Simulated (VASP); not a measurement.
# Si3C (P-4m2) in VASP: notebook

Si3C is run at these levels: PBE, HSE06; tasks: single point.

All numbers are computed with VASP 6.6.1; they aren't measurements. Logs are shortened: lines on timing, memory, paths and dates and some standing lists are left out, and cuts for length are marked.

## 1. The cell of the first run

It takes space group P-4m2 (No. 115, tetragonal). Conventional cell: a = 3.432 Å, b = 3.432 Å, c = 5.000 Å, α = 90.00°, β = 90.00°, γ = 90.00°. Within 2.6 Å of C (site symmetry -4m2) lie 4 Si at 1.99 Å. Si (site symmetry 2mm) has 2 C at 1.99 Å and 2 Si at 2.27 Å within 2.6 Å. Within 3.0 Å of Si (site symmetry -4m2) lie 4 Si at 2.27 Å.

## 2. Single point, PBE

INCAR reads:

```
SYSTEM = Si3C
PREC = Accurate ; ENCUT = 520
EDIFF = 1E-7 ; ISMEAR = -1
SIGMA = 0.02 ; LREAL = .False.
LASPH = .True. ; NELM = 60
ALGO = Normal ; ISIF = 2
LWAVE = .False. ; LCHARG = .False.
GGA = PE ; NBANDS = 16
```

KPOINTS reads:

```
Automatic mesh
0
Gamma
  6 6 4
  0 0 0
```

POSCAR reads:

```
Si3C
1.0
    3.4318102017      0.0000000000      0.0000000000
    0.0000000000      3.4318102017      0.0000000000
    0.0000000000      0.0000000000      5.0004336163
C Si
1 3
Direct
    0.0000000000      0.0000000000      0.0000000000
    0.0000000000      0.5000000000      0.2031984776
    0.5000000000      0.5000000000      0.5000000000
    0.5000000000      0.0000000000      0.7968015224
```

Potentials or basis: VASP PAW PBE potentials, release 64 (C, Si).

Started as:

```sh
$ cat potpaw_PBE.64/C/POTCAR potpaw_PBE.64/Si/POTCAR > POTCAR
$ mpirun -np 1 vasp_std > vasp.out
```

OUTCAR:

```text
SYSTEM = Si3C
   PREC = Accurate
   ENCUT = 520
   EDIFF = 1E-7
   ISMEAR = -1
   LREAL = .False.
   LASPH = .True.
   NELM = 60
   ISIF = 2
   GGA = PE

 ion  position               nearest neighbor table
   1  0.000  0.000  0.000-   2 1.99   4 1.99   2 1.99   4 1.99
   2  0.000  0.500  0.203-   1 1.99   1 1.99   3 2.27   3 2.27
   3  0.500  0.500  0.500-   2 2.27   4 2.27   4 2.27   2 2.27
   4  0.500  0.000  0.797-   1 1.99   1 1.99   3 2.27   3 2.27

  LATTYP: Found a simple tetragonal cell.
 ALAT       =     3.4318102017
 C/A-ratio  =     1.4570833824

  Lattice vectors:

 A1 = (   3.4318102017,   0.0000000000,   0.0000000000)
 A2 = (   0.0000000000,   3.4318102017,   0.0000000000)
 A3 = (   0.0000000000,   0.0000000000,   5.0004336163)

Analysis of symmetry for initial positions (statically):
=====================================================================
 Subroutine PRICEL returns:
 Original cell was already a primitive cell.

 Routine SETGRP: Setting up the symmetry group for a
 simple tetragonal supercell.

 Subroutine GETGRP returns: Found  8 space group operations
 (whereof  8 operations were pure point group operations)
 out of a pool of 16 trial point group operations.

The static configuration has the point symmetry D_2d.

Analysis of symmetry for dynamics (positions and initial velocities):
=====================================================================
 Subroutine PRICEL returns:
 Original cell was already a primitive cell.

 Routine SETGRP: Setting up the symmetry group for a
 simple tetragonal supercell.

 Subroutine GETGRP returns: Found  8 space group operations
 (whereof  8 operations were pure point group operations)
 out of a pool of 16 trial point group operations.

The dynamic configuration has the point symmetry D_2d.

 Subroutine INISYM returns: Found  8 space group operations
 (whereof  8 operations are pure point group operations),
 and found     1 'primitive' translations

----------------------------------------------------------------------------------------

                                     Primitive cell

  volume of cell :      58.8917

  direct lattice vectors                    reciprocal lattice vectors
     3.431810202  0.000000000  0.000000000     0.291391406  0.000000000  0.000000000
     0.000000000  3.431810202  0.000000000     0.000000000  0.291391406  0.000000000
     0.000000000  0.000000000  5.000433616     0.000000000  0.000000000  0.199982657

  length of vectors
     3.431810202  3.431810202  5.000433616     0.291391406  0.291391406  0.199982657

  position of ions in fractional coordinates (direct lattice)
     0.000000000  0.000000000  0.000000000
     0.000000000  0.500000000  0.203198478
     0.500000000  0.500000000  0.500000000
     0.500000000  0.000000000  0.796801522

  ion indices of the primitive-cell ions
   primitive index   ion index
                 1           1
                 2           2
                 3           3
                 4           4

----------------------------------------------------------------------------------------

 KPOINTS: Automatic mesh

Automatic generation of k-mesh.
 Grid dimensions read from file:
 generate k-points for:    6    6    4

 Generating k-lattice:

  Cartesian coordinates                     Fractional coordinates (reciprocal lattice)
     0.048565234  0.000000000  0.000000000     0.166666667  0.000000000  0.000000000
     0.000000000  0.048565234  0.000000000     0.000000000  0.166666667  0.000000000
     0.000000000  0.000000000  0.049995664     0.000000000  0.000000000  0.250000000

  Length of vectors
     0.048565234  0.048565234  0.049995664

  Shift w.r.t. Gamma in fractional coordinates (k-lattice)
     0.000000000  0.000000000  0.000000000

 Subroutine IBZKPT returns following result:
 ===========================================

 Found     30 irreducible k-points:

 Following reciprocal coordinates:
            Coordinates               Weight
  0.000000  0.000000  0.000000      1.000000
  0.166667  0.000000  0.000000      4.000000
  0.333333  0.000000  0.000000      4.000000
  0.500000  0.000000  0.000000      2.000000
  0.166667  0.166667  0.000000      4.000000
  0.333333  0.166667  0.000000      8.000000
[... 16 lines left out ...]
  0.333333  0.000000  0.500000      4.000000
  0.500000  0.000000  0.500000      2.000000
 [... further k-points ...]
   k-points           NKPTS =     30   k-points in BZ     NKDIM =     30   number of bands    NBANDS=     16
   number of dos      NEDOS =    301   number of ions     NIONS =      4
   total plane-waves  NPLWV =  31360
   dimension x,y,z NGX =    28 NGY =   28 NGZ =   40
   dimension x,y,z NGXF=    56 NGYF=   56 NGZF=   80
   ions per type =               1   3
   NGX,Y,Z   is equivalent  to a cutoff of  13.56, 13.56, 13.30 a.u.
   NGXF,Y,Z  is equivalent  to a cutoff of  27.13, 27.13, 26.60 a.u.
 SYSTEM =  Si3C
   PREC   = accura    normal or accurate (medium, high low for compatibility)
   ISTART =      0    job   : 0-new  1-cont  2-samecut
   ICHARG =      2    charge: 1-file 2-atom 10-const
   ISPIN  =      1    spin polarized calculation?
   LNONCOLLINEAR =      F non collinear calculations
   LSORBIT =      F    spin-orbit coupling
   LASPH  =      T    aspherical Exc in radial PAW
   ENCUT  =  520.0 eV  38.22 Ry    6.18 a.u.   6.38  6.38  9.30*2*pi/ulx,y,z
   NELM   =     60;   NELMIN=  2; NELMDL= -5     # of ELM steps
   EDIFF  = 0.1E-06   stopping-criterion for ELM
   LREAL  =      F    real-space projection
   EDIFFG = 0.1E-05   stopping-criterion for IOM
   NSW    =      0    number of steps for IOM
   IBRION =     -1    ionic relax: 0-MD 1-quasi-New 2-CG
   NFREE  =      0    steps in history (QN), initial steepest desc. (CG)
   ISIF   =      2    stress and relaxation
   ISYM   =      2    0-nonsym 1-usesym 2-fastsym
   POTIM  = 0.5000    time-step for ionic-motion
   TEBEG  =    0.0;   TEEND  =   0.0 temperature during run
   PSTRESS=    0.0 pullay stress
   NELECT =      16.0000    total number of electrons
   NUPDOWN=      -1.0000    fix difference up-down
   EMIN   =  10.00;   EMAX   =-10.00  energy-range for DOS
   EFERMI =   0.00;   METHOD = LEGACY
   ISMEAR =    -1;   SIGMA  =   0.02  broadening in eV -4-tet -1-fermi 0-gaus
   EFERMI_NEDOS =   21; number of points for ismear=-14 and -15
   IALGO  =     38    algorithm
   IMIX   =      4    mixing-type and parameters
     AMIX     =   0.40;   BMIX     =  1.00
     AMIX_MAG =   1.60;   BMIX_MAG =  1.00
  volume/ion in A,a.u.               =      14.72        99.36
  Fermi-wavevector in a.u.,A,eV,Ry     =   1.060303  2.003683 15.296255  1.124243
  Thomas-Fermi vector in A             =   2.195679
   LORBIT       =      0    0 simple, 1 ext, 2 COOP (PROOUT), +10 PAW based schemes
   GGA     = PE    functional components
   LHFCALC =     F    Hartree Fock is set to
   AEXX    =    0.0000 exact exchange contribution
   IVDW    =     0    specifies the selected vdW correction
   LEPSILON=     F    determine dielectric tensor
   LRPA    =     F    only Hartree local field effects (RPA)
 non-spin polarized calculation
  energy-cutoff  :      520.00
  volume of cell :       58.89
 maximum number of plane-waves:      1602
 NGX is ok and might be reduce to    28
   NGX = 13   NGY = 13   NGZ = 19

 number of electron      16.0000000 magnetization

 Free energy of the ion-electron system (eV)
  ---------------------------------------------------
  ext. energy  EPLUGINS =         0.00000000
  ---------------------------------------------------
  free energy    TOTEN  =       -24.37553504 eV

  energy without entropy =      -24.37464176  energy(sigma->0) =      -24.37508840

 E-fermi :   7.7247     XC(G=0): -10.3110

 val. band max:        7.6178547037   @ k =   0.5000   0.0000   0.5000
 cond. band min:       7.7256632515   @ k =   0.1667   0.0000   0.0000
 fundamental gap:      0.1078085478
 Fermi energy:         7.7246679623

 k-point     1 :       0.0000    0.0000    0.0000
  band No.  band energies     occupation
      1      -7.0183      2.00000
      2      -1.9987      2.00000
      3      -0.9130      2.00000
      4       3.3169      2.00000
      5       3.3169      2.00000
      6       6.8397      2.00000
[... 8 lines left out ...]
     15      16.1364      0.00000
     16      17.6144      0.00000

 k-point     2 :       0.1667    0.0000    0.0000
  band No.  band energies     occupation
      1      -6.7447      2.00000
      2      -1.9530      2.00000
      3      -0.7379      2.00000
      4       2.1629      2.00000
      5       3.4956      2.00000
      6       6.0215      2.00000
[... 8 lines left out ...]
     15      15.8955      0.00000
     16      16.0658      0.00000

 k-point     3 :       0.3333    0.0000    0.0000
  band No.  band energies     occupation
      1      -5.9890      2.00000
      2      -2.5217      2.00000
      3      -0.0817      2.00000
      4       1.5552      2.00000
      5       3.6129      2.00000
      6       3.9247      2.00000
[... 8 lines left out ...]
     15      15.3348      0.00000
     16      15.3463      0.00000

 k-point     4 :       0.5000    0.0000    0.0000
  band No.  band energies     occupation
      1      -5.3137      2.00000
      2      -3.3530      2.00000
      3       1.0016      2.00000
      4       1.5083      2.00000
      5       2.6502      2.00000
      6       3.0564      2.00000
[... 8 lines left out ...]
     15      14.9413      0.00000
     16      15.6447      0.00000
[... 324 lines left out ...]
 k-point    22 :       0.1667    0.0000    0.5000
  band No.  band energies     occupation
      1      -6.3047      2.00000
      2      -3.9011      2.00000
      3       1.2995      2.00000
      4       3.0684      2.00000
      5       3.7015      2.00000
      6       4.3045      2.00000
[... 8 lines left out ...]
     15      14.1056      0.00000
     16      15.0506      0.00000

 k-point    23 :       0.3333    0.0000    0.5000
  band No.  band energies     occupation
      1      -5.6571      2.00000
      2      -3.1369      2.00000
      3      -0.5489      2.00000
      4       1.1477      2.00000
      5       4.0482      2.00000
      6       4.9825      2.00000
[... 8 lines left out ...]
     15      14.1698      0.00000
     16      16.3327      0.00000

 k-point    24 :       0.5000    0.0000    0.5000
  band No.  band energies     occupation
      1      -5.1673      2.00000
      2      -2.6833      2.00000
      3      -1.0021      2.00000
      4      -0.3221      2.00000
      5       4.2514      2.00000
      6       5.6837      2.00000
[... 8 lines left out ...]
     15      14.6895      0.00000
     16      17.0814      0.00000

 [... further k-points ...]

------------------------ aborting loop because EDIFF is reached ----------------------------------------

  FORCE on cell =-STRESS in cart. coord.  units (eV):
  Direction    XX          YY          ZZ          XY          YZ          ZX
  --------------------------------------------------------------------------------------
  -------------------------------------------------------------------------------------
  Total        0.5375115      0.5375115      0.6853543      0.0000000      0.0000000      0.0000000
  in kB       14.6232591     14.6232591     18.6453930      0.0000000      0.0000000      0.0000000
  external PRESSURE =      15.9639704 kB  Pullay stress =       0.0000000 kB

 VOLUME and BASIS-vectors are now :
 -----------------------------------------------------------------------------
  energy-cutoff  :      520.00
  volume of cell :       58.89
      direct lattice vectors                 reciprocal lattice vectors
     3.431810202  0.000000000  0.000000000     0.291391406  0.000000000  0.000000000
     0.000000000  3.431810202  0.000000000     0.000000000  0.291391406  0.000000000
     0.000000000  0.000000000  5.000433616     0.000000000  0.000000000  0.199982657

 POSITION                                       TOTAL-FORCE (eV/Angst)
 -----------------------------------------------------------------------------------
      0.00000      0.00000      0.00000         0.000000      0.000000     -0.000000
      0.00000      1.71591      1.01608         0.000000      0.000000     -0.264909
      1.71591      1.71591      2.50022         0.000000     -0.000000     -0.000000
      1.71591      0.00000      3.98435         0.000000      0.000000      0.264909
 -----------------------------------------------------------------------------------
    total drift:                               -0.000000      0.000000      0.000000

  FREE ENERGIE OF THE ION-ELECTRON SYSTEM (eV)
  ---------------------------------------------------
  free  energy   TOTEN  =       -24.3755350436 eV

  energy  without entropy=      -24.3746417605  energy(sigma->0) =      -24.37508840
```

It took 27 s on 1 thread of AMD EPYC 7R13 (Zen 3), shared host; peak memory 0.15 GiB.

Results:

| Property | Result |
| --- | --- |
| Free energy | -24.3755 eV |
| Pressure | 1.6 GPa |
| Largest force | 0.265 eV/Å |
| Band gap on the k mesh | zero (band 8 reaches 7.86 eV, above the bottom of band 9 at 7.41 eV) |

Forces on the atoms (eV/Å):
```
C    0.000  0.000  0.000
Si   0.000  0.000 -0.265
Si   0.000  0.000  0.000
Si   0.000  0.000  0.265
```

Stress tensor (GPa, compression positive):
```
1.46 0.00 0.00
0.00 1.46 0.00
0.00 0.00 1.86
```

Levels at points of the mesh, in eV from the Fermi level:
```
           k point  band 6  band 7  band 8  band 9  band 10  band 11
(0.00, 0.00, 0.00)   -0.88   -0.84    0.13    0.13     1.18     3.33
(0.50, 0.00, 0.00)   -4.67   -3.53   -0.37    2.13     2.54     3.95
(0.50, 0.50, 0.00)   -3.90   -3.90   -3.31   -0.32     0.40     0.97
(0.00, 0.00, 0.50)   -3.71   -0.94   -0.94    0.51     1.36     3.52
(0.50, 0.00, 0.50)   -2.04   -2.03   -0.11    0.53     3.30     3.59
(0.50, 0.50, 0.50)   -5.03   -5.03   -4.92    3.13     4.06     4.06
```

## 3. Single point, HSE06

POSCAR is that of step 2.

INCAR.step1 reads:

```
SYSTEM = Si3C
ALGO = Normal
EDIFF = 1E-5
ENCUT = 520
GGA = PE
ISIF = 2
ISMEAR = -1
LASPH = .TRUE.
LCHARG = .FALSE.
LREAL = .FALSE.
LWAVE = .TRUE.
NBANDS = 16
NELM = 100
PREC = Accurate
SIGMA = 0.02
```

INCAR.step2 reads:

```
SYSTEM = Si3C
ALGO = Normal
EDIFF = 1E-6
ENCUT = 520
GGA = PE
HFSCREEN = 0.2079
ISIF = 2
ISMEAR = -1
ISTART = 1
LASPH = .TRUE.
LCHARG = .FALSE.
LHFCALC = .TRUE.
LREAL = .FALSE.
LWAVE = .FALSE.
NBANDS = 16
NELM = 100
PREC = Accurate
PRECFOCK = Normal
SIGMA = 0.02
```

KPOINTS reads:

```
k-points
0
G
  4 4 2
  0 0 0
```

Potentials or basis: VASP PAW PBE potentials, release 64 (C, Si).

Started as:

```sh
$ cat potpaw_PBE.64/C/POTCAR potpaw_PBE.64/Si/POTCAR > POTCAR
$ cp INCAR.step1 INCAR
$ mpirun -np 1 vasp_std > vasp.out
$ cp INCAR.step2 INCAR
$ mpirun -np 1 vasp_std > vasp.out
```

Wall time 4.4 min (1 thread of AMD EPYC 7R13 (Zen 3), shared host); peak memory 0.24 GiB.

The run converged. Its results:

| Quantity | Value |
| --- | --- |
| Free energy | -28.1526 eV |
| Pressure | -0.6 GPa |
| Largest force | 0.081 eV/Å |
| Band gap on the k mesh | 0.00 eV, direct |

Forces in eV/Å, atoms in the order of the input:
```
C    0.000  0.000  0.000
Si   0.000  0.000 -0.081
Si   0.000  0.000  0.000
Si   0.000  0.000  0.081
```

Stress tensor (GPa, compression positive):
```
 0.07  0.00  0.00
 0.00  0.07  0.00
 0.00  0.00 -1.93
```

Levels at points of the mesh, in eV from the valence-band top:
| k point | band 5 | band 6 | band 7 | band 8 | band 9 | band 10 | band 11 | band 12 |
| --- | --- | --- | --- | --- | --- | --- | --- | --- |
| (0.00, 0.00, 0.00) | -5.04 | -1.13 | -0.57 | 0.00 | 0.00 | 1.68 | 4.03 | 4.03 |
| (0.50, 0.00, 0.00) | -5.73 | -5.26 | -4.05 | -0.60 | 2.80 | 3.12 | 4.67 | 6.50 |
| (0.50, 0.50, 0.00) | -4.86 | -4.46 | -4.46 | -3.81 | 0.07 | 0.85 | 1.46 | 1.46 |
| (0.00, 0.00, 0.50) | -4.76 | -4.26 | -1.19 | -1.19 | 0.93 | 1.94 | 4.10 | 4.24 |
| (0.50, 0.00, 0.50) | -3.99 | -2.43 | -2.39 | -0.33 | 1.06 | 4.02 | 4.30 | 4.33 |
| (0.50, 0.50, 0.50) | -5.89 | -5.68 | -5.68 | -5.58 | 3.75 | 4.77 | 4.83 | 4.83 |

Caveat: the k points lie up to 0.63 Å⁻¹ apart; the PAW data sets were made with another functional, which shifts forces and pressure a little.
